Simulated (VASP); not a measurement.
SnO2, 9 atoms in the cell. The structure is monoclinic, space group C2/m (No. 12). The conventional cell has a = 5.607 Å, b = 3.237 Å, c = 13.069 Å, α = 90.00°, β = 99.88°, γ = 90.00°. Within 2.8 Å of Sn (site symmetry 2/m) lie 6 O at 2.12 Å. Sn (site symmetry m) has 6 O at 2.12 Å within 2.8 Å. O (site symmetry m) has 3 Sn at 2.12 Å and 3 O at 2.72 Å within 2.8 Å. Within 2.8 Å of O (site symmetry m) lie 3 Sn at 2.12 Å and 4 O at 2.34 to 2.72 Å. Within 2.8 Å of O (site symmetry m) lie 3 Sn at 2.12 Å and 3 O at 2.72 Å. 

* Program: VASP 6.6.1
* Task: single point
* Functional: PBE
* Dispersion: D3(BJ)
* Potentials or basis: VASP PAW PBE potentials, release 64 (Sn_d, O)
* Cutoff: 520 eV
* k mesh: 9 × 9 × 2
* Occupations: gaussian, width 0.05 eV
* Spin: no spin polarisation
* Dipole correction: no
* Further INCAR settings: ALGO = Normal; EDIFF = 1e-06; NBANDS = 49

Potentials or basis: VASP PAW PBE potentials, release 64 (Sn_d, O).

Launch:

```bash
$ cat potpaw_PBE.64/Sn_d/POTCAR potpaw_PBE.64/O/POTCAR > POTCAR
$ mpirun -np 1 vasp_std > vasp.out
```

Hardware: 1 thread of AMD EPYC 9R45 96-Core Processor (Zen 5), on a shared host.

**Question.** How long does it take, and how much memory?

**Answer.** Wall time 2.8 min on 1 thread of AMD EPYC 9R45 96-Core Processor (Zen 5), with other jobs on the host, peak memory 0.33 GiB. Counts: scf iterations 14, k points 50.
